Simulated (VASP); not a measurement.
# Ti in VASP: a series of runs

Runs on Ti. Level: PBEsol. Tasks: relaxation of cell and atoms, single point.

Program: VASP 6.6.1. These are calculated values, not measurements. Logs are shortened: lines on timing, memory, paths and dates and some standing lists are left out, and cuts for length are marked.

## (1) The cell of the first run

The structure is hexagonal, space group P6/mmm (No. 191). The conventional cell has a = 4.567 Å, b = 4.567 Å, c = 2.826 Å, α = 90.00°, β = 90.00°, γ = 120.00°. Ti (site symmetry -6m2) has 11 Ti at 2.64 to 2.99 Å within 3.5 Å. Ti (site symmetry 6/mmm) has 14 Ti at 2.83 to 2.99 Å within 3.7 Å.

This isn't the form of Ti at room conditions, which is hcp.

## (2) Relaxation of cell and atoms, PBEsol, target pressure 20 GPa, at which the enthalpy is minimised

The input, INCAR:

```
PREC     = Accurate       # precision mode
ENCUT    = 600            # plane-wave cutoff, eV
EDIFF    = 1E-7           # SCF threshold, eV
ISMEAR   = -1             # smearing method
SIGMA    = 0.05           # smearing width, eV
LREAL    = False          # projectors in reciprocal space
LASPH    = True           # aspherical terms in the spheres
NELM     = 60             # most SCF steps
ALGO     = Normal         # electronic algorithm
ISIF     = 3              # what is computed and relaxed
LWAVE    = False          # write WAVECAR
LCHARG   = False          # write CHGCAR
GGA      = PS             # functional
IBRION   = 2              # ionic algorithm
NSW      = 80             # ionic steps
EDIFFG   = -0.005         # ionic threshold
PSTRESS  = 200.0
```

The input, KPOINTS:

```
regular mesh
0
Gamma
  7 7 9
```

The input, POSCAR:

```
Ti
1.0
    4.5673748306      0.0000000000      0.0000000000
   -2.2836874153      3.9554626319      0.0000000000
    0.0000000000      0.0000000000      2.8262442700
Ti
3
Direct
    0.6666666667      0.3333333333      0.5000000000
    0.3333333333      0.6666666667      0.5000000000
    0.0000000000      0.0000000000      0.0000000000
```

Potentials or basis: VASP PAW PBE potentials, release 64 (Ti_sv).

On the command line:

```console
$ cat potpaw_PBE.64/Ti_sv/POTCAR > POTCAR
$ mpirun -np 1 vasp_std > vasp.out
```

OUTCAR:

```text
PREC = Accurate
   ENCUT = 600
   EDIFF = 1E-7
   ISMEAR = -1
   LREAL = False
   LASPH = True
   NELM = 60
   ISIF = 3
   GGA = PS
   IBRION = 2
   NSW = 80
   EDIFFG = -0.005
   PSTRESS = 200.0

 ion  position               nearest neighbor table
   1  0.667  0.333  0.500-   2 2.64   2 2.64   2 2.64
   2  0.333  0.667  0.500-   1 2.64   1 2.64   1 2.64
   3  0.000  0.000  0.000-

  LATTYP: Found a hexagonal cell.
 ALAT       =     4.5673748306
 C/A-ratio  =     0.6187896494

  Lattice vectors:

 A1 = (   4.5673748306,   0.0000000000,   0.0000000000)
 A2 = (  -2.2836874153,   3.9554626319,   0.0000000000)
 A3 = (   0.0000000000,   0.0000000000,   2.8262442700)

Analysis of symmetry for initial positions (statically):
=====================================================================
 Subroutine PRICEL returns:
 Original cell was already a primitive cell.

 Routine SETGRP: Setting up the symmetry group for a
 hexagonal supercell.

 Subroutine GETGRP returns: Found 24 space group operations
 (whereof 24 operations were pure point group operations)
 out of a pool of 24 trial point group operations.

The static configuration has the point symmetry D_6h.

Analysis of symmetry for dynamics (positions and initial velocities):
=====================================================================
 Subroutine PRICEL returns:
 Original cell was already a primitive cell.

 Routine SETGRP: Setting up the symmetry group for a
 hexagonal supercell.

 Subroutine GETGRP returns: Found 24 space group operations
 (whereof 24 operations were pure point group operations)
 out of a pool of 24 trial point group operations.

The dynamic configuration has the point symmetry D_6h.

 Subroutine INISYM returns: Found 24 space group operations
 (whereof 24 operations are pure point group operations),
 and found     1 'primitive' translations

----------------------------------------------------------------------------------------

                                     Primitive cell

  volume of cell :      51.0592

  direct lattice vectors                    reciprocal lattice vectors
     4.567374831  0.000000000  0.000000000     0.218944150  0.126407464  0.000000000
    -2.283687415  3.955462632  0.000000000     0.000000000  0.252814928  0.000000000
     0.000000000  0.000000000  2.826244270     0.000000000  0.000000000  0.353826458

  length of vectors
     4.567374831  4.567374831  2.826244270     0.252814928  0.252814928  0.353826458

  position of ions in fractional coordinates (direct lattice)
     0.666666667  0.333333333  0.500000000
     0.333333333  0.666666667  0.500000000
     0.000000000  0.000000000  0.000000000

  ion indices of the primitive-cell ions
   primitive index   ion index
                 1           1
                 2           2
                 3           3

----------------------------------------------------------------------------------------

 KPOINTS: regular mesh

Automatic generation of k-mesh.
 Grid dimensions read from file:
 generate k-points for:    7    7    9

 Generating k-lattice:

  Cartesian coordinates                     Fractional coordinates (reciprocal lattice)
     0.031277736  0.018058209  0.000000000     0.142857143 -0.000000000  0.000000000
     0.000000000  0.036116418  0.000000000     0.000000000  0.142857143  0.000000000
     0.000000000  0.000000000  0.039314051     0.000000000  0.000000000  0.111111111

  Length of vectors
     0.036116418  0.036116418  0.039314051

  Shift w.r.t. Gamma in fractional coordinates (k-lattice)
     0.000000000  0.000000000  0.000000000

 Subroutine IBZKPT returns following result:
 ===========================================

 Found     40 irreducible k-points:

 Following reciprocal coordinates:
            Coordinates               Weight
  0.000000  0.000000  0.000000      1.000000
  0.142857  0.000000  0.000000      6.000000
  0.285714  0.000000  0.000000      6.000000
  0.428571  0.000000  0.000000      6.000000
  0.142857  0.142857  0.000000      6.000000
  0.285714  0.142857  0.000000     12.000000
[... 16 lines left out ...]
  0.428571  0.142857  0.222222     12.000000
  0.285714  0.285714  0.222222     12.000000
 [... further k-points ...]
   k-points           NKPTS =     40   k-points in BZ     NKDIM =     40   number of bands    NBANDS=     22
   number of dos      NEDOS =    301   number of ions     NIONS =      3
   total plane-waves  NPLWV =  31104
   dimension x,y,z NGX =    36 NGY =   36 NGZ =   24
   dimension x,y,z NGXF=    72 NGYF=   72 NGZF=   48
   ions per type =               3
   NGX,Y,Z   is equivalent  to a cutoff of  13.10, 13.10, 14.12 a.u.
   NGXF,Y,Z  is equivalent  to a cutoff of  26.21, 26.21, 28.23 a.u.
 SYSTEM =  unknown system
   PREC   = accura    normal or accurate (medium, high low for compatibility)
   ISTART =      0    job   : 0-new  1-cont  2-samecut
   ICHARG =      2    charge: 1-file 2-atom 10-const
   ISPIN  =      1    spin polarized calculation?
   LNONCOLLINEAR =      F non collinear calculations
   LSORBIT =      F    spin-orbit coupling
   LASPH  =      T    aspherical Exc in radial PAW
   ENCUT  =  600.0 eV  44.10 Ry    6.64 a.u.   9.12  9.12  5.64*2*pi/ulx,y,z
   NELM   =     60;   NELMIN=  2; NELMDL= -5     # of ELM steps
   EDIFF  = 0.1E-06   stopping-criterion for ELM
   LREAL  =      F    real-space projection
   EDIFFG = -.5E-02   stopping-criterion for IOM
   NSW    =     80    number of steps for IOM
   IBRION =      2    ionic relax: 0-MD 1-quasi-New 2-CG
   NFREE  =      1    steps in history (QN), initial steepest desc. (CG)
   ISIF   =      3    stress and relaxation
   ISYM   =      2    0-nonsym 1-usesym 2-fastsym
   POTIM  = 0.5000    time-step for ionic-motion
   TEBEG  =    0.0;   TEEND  =   0.0 temperature during run
   PSTRESS=  200.0 pullay stress
   NELECT =      36.0000    total number of electrons
   NUPDOWN=      -1.0000    fix difference up-down
   EMIN   =  10.00;   EMAX   =-10.00  energy-range for DOS
   EFERMI =   0.00;   METHOD = LEGACY
   ISMEAR =    -1;   SIGMA  =   0.05  broadening in eV -4-tet -1-fermi 0-gaus
   EFERMI_NEDOS =   21; number of points for ismear=-14 and -15
   IALGO  =     38    algorithm
   IMIX   =      4    mixing-type and parameters
     AMIX     =   0.40;   BMIX     =  1.00
     AMIX_MAG =   1.60;   BMIX_MAG =  1.00
  volume/ion in A,a.u.               =      17.02       114.85
  Fermi-wavevector in a.u.,A,eV,Ry     =   1.457084  2.753489 28.886426  2.123092
  Thomas-Fermi vector in A             =   2.573926
   LORBIT       =      0    0 simple, 1 ext, 2 COOP (PROOUT), +10 PAW based schemes
   GGA     = PS    functional components
   LHFCALC =     F    Hartree Fock is set to
   AEXX    =    0.0000 exact exchange contribution
   IVDW    =     0    specifies the selected vdW correction
   LEPSILON=     F    determine dielectric tensor
   LRPA    =     F    only Hartree local field effects (RPA)
 conjugate gradient relaxation of ions
 non-spin polarized calculation
  energy-cutoff  :      600.00
  volume of cell :       51.06
 maximum number of plane-waves:      1728
   NGX = 19   NGY = 19   NGZ = 11

--------------------------------------- Ionic step        1  -------------------------------------------

 number of electron      35.9999989 magnetization

 Free energy of the ion-electron system (eV)
  ---------------------------------------------------
  ext. energy  EPLUGINS =         0.00000000
  ---------------------------------------------------
  free energy    TOTEN  =       -25.04953557 eV

  energy without entropy =      -25.02720117  energy(sigma->0) =      -25.03836837

 E-fermi :   8.3038     XC(G=0): -11.7318

 val. band max:        8.2941465771   @ k =   0.4286   0.1429   0.3333
 cond. band min:       8.3397162349   @ k =   0.2857   0.1429   0.0000
 fundamental gap:      0.0455696578
 Fermi energy:         8.3038089393

 k-point     1 :       0.0000    0.0000    0.0000
  band No.  band energies     occupation
      1     -48.3310      2.00000
      2     -48.0709      2.00000
      3     -47.9013      2.00000
      4     -24.7500      2.00000
      5     -24.7500      2.00000
      6     -24.6443      2.00000
[... 574 lines left out ...]
      6     -24.6946      2.00000
[... 14 lines left out ...]
     21       9.0616      0.00000
     22       9.3273      0.00000

 [... further k-points ...]

------------------------ aborting loop because EDIFF is reached ----------------------------------------

  FORCE on cell =-STRESS in cart. coord.  units (eV):
  Direction    XX          YY          ZZ          XY          YZ          ZX
  --------------------------------------------------------------------------------------
  -------------------------------------------------------------------------------------
  Total       -1.2593216     -1.2593216     -1.2294710      0.0000000      0.0000000      0.0000000
  in kB      -39.5160561    -39.5160561    -38.5793782      0.0000000      0.0000000      0.0000000
  external PRESSURE =    -239.2038301 kB  Pullay stress =     200.0000000 kB
[... 297 lines left out ...]
  enthalpy is  TOTEN    =       -19.3376711479 eV   P V=        5.3818880486

--------------------------------------- Ionic step        9  -------------------------------------------

 number of electron      36.0000005 magnetization

 Free energy of the ion-electron system (eV)
  ---------------------------------------------------
  ext. energy  EPLUGINS =         0.00000000
  ---------------------------------------------------
  free energy    TOTEN  =       -24.72476567 eV

  energy without entropy =      -24.70088128  energy(sigma->0) =      -24.71282348

 E-fermi :  10.2378     XC(G=0): -12.5671

 val. band max:       10.2359980746   @ k =   0.4286   0.1429   0.3333
 cond. band min:      10.2599181732   @ k =   0.0000   0.0000   0.0000
 fundamental gap:      0.0239200986
 Fermi energy:        10.2377542569

 k-point     1 :       0.0000    0.0000    0.0000
  band No.  band energies     occupation
      1     -46.1268      2.00000
      2     -45.8470      2.00000
      3     -45.5786      2.00000
      4     -22.6429      2.00000
      5     -22.6429      2.00000
      6     -22.5999      2.00000
[... 574 lines left out ...]
      6     -22.5583      2.00000
[... 14 lines left out ...]
     21      11.1881      0.00000
     22      11.3863      0.00000

 [... further k-points ...]

------------------------ aborting loop because EDIFF is reached ----------------------------------------

  FORCE on cell =-STRESS in cart. coord.  units (eV):
  Direction    XX          YY          ZZ          XY          YZ          ZX
  --------------------------------------------------------------------------------------
  -------------------------------------------------------------------------------------
  Total        5.3906149      5.3906149      5.3916477      0.0000000     -0.0000000      0.0000000
  in kB      200.1320735    200.1320735    200.1704168      0.0000000     -0.0000000      0.0000000
  external PRESSURE =       0.1448546 kB  Pullay stress =     200.0000000 kB
[... 18 lines left out ...]
  FREE ENERGIE OF THE ION-ELECTRON SYSTEM (eV)
  ---------------------------------------------------
  free  energy   TOTEN  =       -24.7247656696 eV

  energy  without entropy=      -24.7008812805  energy(sigma->0) =      -24.71282348

  enthalpy is  TOTEN    =       -19.3377081976 eV   P V=        5.3870574719

 reached required accuracy - stopping structural energy minimisation
```

Run time: 2.7 min. Hardware: 1 thread of Intel Xeon 6975P-C (Granite Rapids), shared host; peak memory 0.21 GiB.

Results:

```yaml
Free_energy: -24.7248 eV
Relaxed_volume: 14.39 Å³/atom
Relaxed_cell: a = 4.309 Å, b = 4.309 Å, c = 2.684 Å, α = 90.00°, β = 90.00°, γ = 120.00°
Space_group_after_relaxing_to_0.1_Å: P6/mmm (No. 191)
Energy_change_on_relaxing_the_run_minimises_the_enthalpy: +108.3 meV/atom
Ionic_steps: 9
Pressure_after_relaxing: 20.0 GPa
Band_gap_on_the_k_mesh: zero (bands 18 and 19 overlap by 0.43 eV)
```

Step by step:
```
step  energy change (eV)  largest force (eV/Å)  pressure (GPa)  volume (Å³)
   1              0.0000                0.0000           -3.92        51.06
   2              2.7541                0.0000           78.03        34.49
   3              0.2766                0.0000           18.32        43.57
   4              0.3174                0.0000           19.75        43.22
   5              0.3360                0.0000           20.39        43.07
   6              0.3112                0.0000           19.53        43.27
   7              0.3152                0.0000           19.68        43.23
   8              0.3300                0.0000           20.18        43.11
   9              0.3248                0.0000           20.01        43.16
```

Final structure:
```
Ti
1.0
     4.30865    0.00000    0.00000
    -2.15433    3.73140    0.00000
     0.00000    0.00000    2.68423
Ti
3
Direct
  0.66667 0.33333 0.50000
  0.33333 0.66667 0.50000
  0.00000 0.00000 0.00000
```

Levels at points of the mesh, in eV from the Fermi level:
```tsv
k point	band 15	band 16	band 17	band 18	band 19	band 20	band 21	band 22
(0.00, 0.00, 0.00)	-0.72	-0.72	-0.63	-0.63	0.02	0.80	1.50	1.50
```

Caveat: the cell is relaxed towards a set pressure, so the run minimises the enthalpy, not the energy; the volume moved by over 15 % at a fixed basis, so the end points are rough; the PAW data sets were made with another functional, which shifts forces and pressure a little.

## (3) Relaxation of cell and atoms, PBEsol, target pressure 30 GPa, at which the enthalpy is minimised

The input, INCAR:

```
PREC = Accurate ; ENCUT = 600
EDIFF = 1E-6 ; ISMEAR = -1
SIGMA = 0.05 ; LREAL = F
LASPH = T ; NELM = 100
ALGO = Normal ; ISIF = 3
LWAVE = F ; LCHARG = F
GGA = PS ; IBRION = 2
NSW = 80 ; EDIFFG = -0.005
PSTRESS = 300.0
```

KPOINTS is that of step 2.

POSCAR is that of step 2.

Potentials or basis: VASP PAW PBE potentials, release 64 (Ti_sv).

On the command line:

```console
$ cat potpaw_PBE.64/Ti_sv/POTCAR > POTCAR
$ mpirun -np 1 vasp_std > vasp.out
```

It took 3 min on 1 thread of Intel Xeon 6975P-C (Granite Rapids), shared host; peak memory 0.21 GiB.

It converged, with:

```
Free energy                                                : -24.3959 eV
Relaxed volume                                             : 13.68 Å³/atom
Relaxed cell                                               : a = 4.234 Å, b = 4.234 Å, c = 2.643 Å, α = 90.00°, β = 90.00°, γ = 120.00°
Space group after relaxing (to 0.1 Å)                      : P6/mmm (No. 191)
Energy change on relaxing (the run minimises the enthalpy) : +217.9 meV/atom
Ionic steps                                                : 10
Pressure after relaxing                                    : 30.0 GPa
Band gap on the k mesh                                     : zero (bands 18 and 19 overlap by 0.49 eV)
```

Step by step:
| step | energy change (eV) | largest force (eV/Å) | pressure (GPa) | volume (Å³) |
| --- | --- | --- | --- | --- |
| 1 | 0.0000 | 0.0000 | -3.89 | 51.06 |
| 2 | 6.7664 | 0.0000 | 155.14 | 28.81 |
| 3 | 0.4781 | 0.0000 | 24.89 | 42.07 |
| 4 | 0.6188 | 0.0000 | 29.03 | 41.23 |
| 5 | 0.6535 | 0.0000 | 29.99 | 41.04 |
| 6 | 0.6888 | 0.0000 | 30.97 | 40.86 |
| 7 | 0.6074 | 0.0000 | 28.70 | 41.29 |
| 8 | 0.6367 | 0.0000 | 29.53 | 41.13 |
| 9 | 0.6571 | 0.0000 | 30.09 | 41.02 |
| 10 | 0.6536 | 0.0000 | 30.04 | 41.03 |

Final structure:
```yaml
crystal:
  lattice:
    - [4.23370, 0.00000, 0.00000]
    - [-2.11685, 3.66649, 0.00000]
    - [0.00000, 0.00000, 2.64343]
  atoms:
    - { symbol: Ti, position: [0.66667, 0.33333, 0.50000] }
    - { symbol: Ti, position: [0.33333, 0.66667, 0.50000] }
    - { symbol: Ti, position: [0.00000, 0.00000, 0.00000] }
```

Levels at points of the mesh, in eV from the Fermi level:
```
           k point  band 16  band 17  band 18  band 19  band 20  band 21
(0.00, 0.00, 0.00)    -0.72    -0.62    -0.62     0.04     0.84     1.55
```

Caveat: the cell is relaxed towards a set pressure, so the run minimises the enthalpy, not the energy; the volume moved by over 15 % at a fixed basis, so the end points are rough; the PAW data sets were made with another functional, which shifts forces and pressure a little.

(Part 1 of 2 ends here.)

The gap in the log of VASP goes by the Fermi energy; the results here count the filled bands.